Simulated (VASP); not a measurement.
TaSi3, 8 atoms in the cell. It takes space group Pm-3n (No. 223, cubic). Conventional cell: a = 4.935 Å, b = 4.935 Å, c = 4.935 Å, α = 90.00°, β = 90.00°, γ = 90.00°. Within 3.6 Å of Ta (site symmetry m-3) lie 12 Si at 2.76 Å. Within 3.3 Å of Si (site symmetry -4m2) lie 10 Si at 2.47 to 3.02 Å and 4 Ta at 2.76 Å. 

| Item | Value |
| --- | --- |
| Program | VASP 6.6.1 |
| Task | single point |
| Functional | PBE |
| Potentials or basis | VASP PAW PBE potentials, release 64 (Ta_pv, Si) |
| Cutoff | 500 eV |
| k mesh | 8 × 8 × 8 |
| Occupations | gaussian, width 0.1 eV |
| Spin | no spin polarisation |
| Dipole correction | no |
| Further INCAR settings | ALGO = Normal; EDIFF = 1e-06; NBANDS = 33 |

Potentials or basis: VASP PAW PBE potentials, release 64 (Ta_pv, Si).

The run is started by

```bash
$ cat potpaw_PBE.64/Ta_pv/POTCAR potpaw_PBE.64/Si/POTCAR > POTCAR
$ mpirun -np 1 vasp_std > vasp.out
```

Hardware: 1 thread of Intel Xeon 8259CL, on a shared host.

Estimate the wall time of this run.

Wall time 97 s on 1 thread of Intel Xeon 8259CL (shared host), peak memory 0.26 GiB. Counts: scf iterations 13, k points 35.
